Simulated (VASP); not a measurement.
Here is a VASP 6.6.1 calculation.

Contents of INCAR:

```
SYSTEM = Ru
ALGO     = Normal         ! electronic algorithm
EDIFF    = 1E-6           ! SCF threshold, eV
ENCUT    = 500            ! plane-wave cutoff, eV
GGA      = PS             ! functional
GGA_COMPAT= .False.      
ISIF     = 2              ! what is computed and relaxed
ISMEAR   = 0              ! smearing method
LASPH    = .True.         ! aspherical terms in the spheres
LCHARG   = .False.        ! write CHGCAR
LREAL    = .False.        ! projectors in reciprocal space
LWAVE    = .False.        ! write WAVECAR
NBANDS   = 21             ! bands
NELM     = 120            ! most SCF steps
PREC     = Accurate       ! precision mode
SIGMA    = 0.1            ! smearing width, eV
```

Contents of KPOINTS:

```
k-points
0
Gamma
  24 24 12
  0 0 0
```

File POSCAR:

```
Ru
1.0
    2.6894812021      0.0000000000      0.0000000000
   -1.3447406010      2.3291590440      0.0000000000
    0.1275582915      0.0000000000      4.2519430510
Ru
2
Direct
    0.3335432105      0.6670864211      0.2500000000
    0.6664567894      0.3329135789      0.7500000000
```

Potentials or basis: VASP PAW PBE potentials, release 64 (Ru_pv).

Command:

```console
$ cat potpaw_PBE.64/Ru_pv/POTCAR > POTCAR
$ mpirun -np 1 vasp_std > vasp.out
```

Task: Estimate the largest force.

Result: 0.006 eV/Å.

Task: What does it give for the pressure?

Result: 0.3 GPa.

Task: What does it give for the band gap on the k mesh?

Result: Zero (bands 14 and 15 overlap by 3.26 eV).

Stress tensor (GPa, compression positive):
```
 0.46  0.00 -6.20
 0.00  0.50  0.00
-6.20  0.00 -0.14
```

Caveat: the cell differs from its parent crystal (shear of c along a, cell held: +3.0 %, then relaxed in part); the PAW data sets were made with another functional, which shifts forces and pressure a little.
